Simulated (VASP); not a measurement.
Here is a VASP 6.6.1 calculation.

File POSCAR:

```
BAs
1.0
    3.3318567971      0.0000000000      0.0000000000
   -1.6659283986      2.8854726280      0.0000000000
    0.0000000000      0.0000000000      8.6562536631
B As
2 2
Direct
    0.3333333333      0.6666666667      0.2500000000
    0.6666666667      0.3333333333      0.7500000000
    0.6666666667      0.3333333333      0.2500000000
    0.3333333333      0.6666666667      0.7500000000
```

Contents of INCAR.step1:

```
SYSTEM = BAs
  PREC = Accurate
  ENCUT = 520
  ISMEAR = 0
  SIGMA = 0.01
  LREAL = .False.
  LASPH = .True.
  NELM = 100
  NBANDS = 16
  GGA = PE
  ALGO = Normal
  EDIFF = 1E-4
  LWAVE = .True.
  LCHARG = .False.
```

Contents of INCAR.step2:

```
SYSTEM = BAs
  PREC = Accurate
  ENCUT = 520
  EDIFF = 1E-6
  ISMEAR = 0
  SIGMA = 0.01
  LREAL = .False.
  LASPH = .True.
  NELM = 100
  ALGO = Normal
  ISIF = 2
  LWAVE = .False.
  LCHARG = .False.
  METAGGA = R2SCAN
  LMIXTAU = .True.
  NBANDS = 16
  ISTART = 1
```

KPOINTS

```
Automatic mesh
0
Gamma
  9 9 4
  0 0 0
```

Potentials or basis: VASP PAW PBE potentials, release 64 (B, As).

Launch:

```bash
$ cat potpaw_PBE.64/B/POTCAR potpaw_PBE.64/As/POTCAR > POTCAR
$ cp INCAR.step1 INCAR
$ mpirun -np 1 vasp_std > vasp.out
$ cp INCAR.step2 INCAR
$ mpirun -np 1 vasp_std > vasp.out
```

Task: Predict the band gap on the k mesh.

Result: 0.93 eV, direct.

Task: What does it give for the pressure?

Result: 3.1 GPa.

Stress tensor (GPa, compression positive):
```
4.64 0.00 0.00
0.00 4.64 0.00
0.00 0.00 0.00
```

Caveat: the PAW data sets were made with another functional, which shifts forces and pressure a little. A k mesh can miss the band edges.
